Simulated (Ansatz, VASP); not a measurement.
SiC in VASP and in Ansatz

File INCAR:

```
SYSTEM = SiC
PREC = Accurate
ENCUT = 520
EDIFF = 1E-6
ISMEAR = -1
SIGMA = 0.05
LREAL = .False.
LASPH = .True.
NELM = 60
ALGO = Normal
ISIF = 2
LWAVE = .False.
LCHARG = .False.
GGA = PS
NBANDS = 36
```

File KPOINTS:

```
Automatic mesh
0
Gamma
  10 10 2
  0 0 0
```

File POSCAR:

```
SiC
1.0
    3.0318190065      0.0000000000      0.0000000000
   -1.5159095032      2.6256322793      0.0000000000
    0.0000000000      0.0000000000     14.8603212692
Si C
6 6
Direct
    0.6666666667      0.3333333333      0.4583000000
    0.3333333333      0.6666666667      0.9583000000
    0.6666666667      0.3333333333      0.7917000000
    0.3333333333      0.6666666667      0.2917000000
    0.0000000000      0.0000000000      0.6250000000
    0.0000000000      0.0000000000      0.1250000000
    0.6666666667      0.3333333333      0.3333000000
    0.3333333333      0.6666666667      0.8333000000
    0.6666666667      0.3333333333      0.6667000000
    0.3333333333      0.6666666667      0.1667000000
    0.0000000000      0.0000000000      0.5000000000
    0.0000000000      0.0000000000      0.0000000000
```

The input input.yaml:

```yaml
crystal:
  lattice:
    - [3.0318190065, 0.0, 0.0]
    - [-1.5159095032, 2.6256322793, 0.0]
    - [0.0, 0.0, 14.8603212692]
  atoms:
    - { symbol: Si, position: [0.6666666667, 0.3333333333, 0.4583] }
    - { symbol: Si, position: [0.3333333333, 0.6666666667, 0.9583] }
    - { symbol: Si, position: [0.6666666667, 0.3333333333, 0.7917] }
    - { symbol: Si, position: [0.3333333333, 0.6666666667, 0.2917] }
    - { symbol: Si, position: [0.0, 0.0, 0.625] }
    - { symbol: Si, position: [0.0, 0.0, 0.125] }
    - { symbol: C, position: [0.6666666667, 0.3333333333, 0.3333] }
    - { symbol: C, position: [0.3333333333, 0.6666666667, 0.8333] }
    - { symbol: C, position: [0.6666666667, 0.3333333333, 0.6667] }
    - { symbol: C, position: [0.3333333333, 0.6666666667, 0.1667] }
    - { symbol: C, position: [0.0, 0.0, 0.5] }
    - { symbol: C, position: [0.0, 0.0, 0.0] }
hamiltonian:
  xc: pbesol
  pseudopotentials: { kind: paw }
kpoints:
  mp_grid: { grid: [10, 10, 2] }
scf:
  occupations: { method: fermi_dirac, width: 0.05 }
output:
  forces: true
  stress: true
  eigenvalues: true
```

Alike in both runs: task single point; functional PBEsol; k mesh 10 × 10 × 2; occupations fermi-dirac, width 0.05 eV; no spin polarisation.

```csv
,VASP,Ansatz
version,VASP 6.6.1,Ansatz 0.2.0
potentials or method,"VASP PAW PBE potentials, release 64 (Si, C)",Ansatz PAW
plane-wave cutoff (eV),520,420
valence electrons in the cell,48,48
```

VASP gave:

- gap on the k mesh at the Fermi level (eV): 1.89
- least direct gap on the mesh (eV): 3.01
- pressure (GPa): 11.9
- traceless stress, the component that is largest in VASP (GPa): 0.55
- rms of the force components (eV/Å): 0.042

Q: Which values does Ansatz return?

A: gap on the k mesh at the Fermi level (eV): 1.90; least direct gap on the mesh (eV): 3.02; pressure (GPa): 11.5; traceless stress, the component that is largest in VASP (GPa): 0.55; rms of the force components (eV/Å): 0.042.

VASP's potentials were made for PBE, not for PBEsol. Atom by atom the forces differ by 0.000 eV/Å (rms over components).
